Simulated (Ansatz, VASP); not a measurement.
## InP in VASP and in Ansatz

```
In P
1.0
     0.00000    2.93914    2.93914
     2.93914    0.00000    2.93914
     2.93914    2.93914    0.00000
In P
1 1
Direct
  0.00000 0.00000 0.00000
  0.75000 0.75000 0.75000
```

Alike in both runs: task single point; functional LDA; k mesh 12 × 12 × 12; occupations gaussian, width 0.05 eV; no spin polarisation.

|  | VASP | Ansatz |
| --- | --- | --- |
| version | VASP 6.6.1 | Ansatz 0.2.0 |
| potentials or method | VASP PAW LDA potentials, release 64 (In_d, P), cutoff 520 eV | scalar-relativistic, plane waves, PAW |
| valence electrons in the cell | 18 | 18 |

|  | VASP | Ansatz | Ansatz less VASP |
| --- | --- | --- | --- |
| gap on the k mesh at the Fermi level (eV) | 0.46 | 0.43 | -0.031 |
| least direct gap on the mesh (eV) | 0.46 | 0.43 | -0.031 |
| pressure (GPa) | -1.7 | -1.8 | -0.02 |

Ansatz warns that its potentials were made for another functional, while VASP's fit it. LDA's correlation is that of Perdew and Zunger in VASP and of Perdew and Wang (1992) in Ansatz.
